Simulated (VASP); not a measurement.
# GaGe: single point with PBEsol-based screened hybrid with 25 % exact exchange

GaGe:

```
Ge Ga
1.0
     0.00000    2.83571    2.83571
     2.83571    0.00000    2.83571
     2.83571    2.83571    0.00000
Ge Ga
1 1
Direct
  0.00000 0.00000 0.00000
  0.25000 0.25000 0.25000
```

- Program: VASP 6.6.1
- Task: single point
- Functional: PBEsol-based screened hybrid with 25 % exact exchange
- Potentials or basis: VASP PAW PBE potentials, release 64 (Ge_d, Ga_d)
- Cutoff: 520 eV
- k mesh: 4 × 4 × 4
- Occupations: fermi-dirac, width 0.05 eV
- Spin: no spin polarisation
- Dipole correction: no
- Grid for exact exchange (PRECFOCK): Normal
- Share of exact exchange: 0.25
- Further INCAR settings: ALGO = Normal; EDIFF = 1e-07; NBANDS = 20
- Screening parameter: 0.207 1/Å

| Quantity | Value |
| --- | --- |
| Pressure | 0.0 GPa |
| Band gap on the k mesh | zero (an odd number of electrons rules out a gap without spin polarisation) |

Levels at points of the mesh, in eV from the Fermi level:
| k point | band 10 | band 11 | band 12 | band 13 | band 14 | band 15 | band 16 | band 17 | band 18 | band 19 |
| --- | --- | --- | --- | --- | --- | --- | --- | --- | --- | --- |
| (0.00, 0.00, 0.00) | -17.36 | -12.55 | 1.73 | 1.73 | 1.73 | 3.15 | 4.77 | 4.77 | 4.77 | 8.29 |
| (0.50, 0.00, 0.00) | -17.36 | -10.15 | -6.63 | 0.13 | 0.13 | 2.60 | 5.75 | 5.75 | 8.59 | 12.63 |
| (0.50, 0.50, 0.00) | -17.35 | -8.84 | -7.02 | -1.95 | -1.95 | 2.36 | 2.55 | 12.50 | 12.50 | 13.77 |

Run time: 23 min on 1 thread of Intel(R) Xeon(R) Platinum 8488C (Sapphire Rapids), on a shared host, peak memory 0.28 GiB.

Caveat: the k points lie up to 0.48 Å⁻¹ apart, too coarse for converged energies and pressures of a metal; the PAW data sets were made with another functional, which shifts forces and pressure a little.
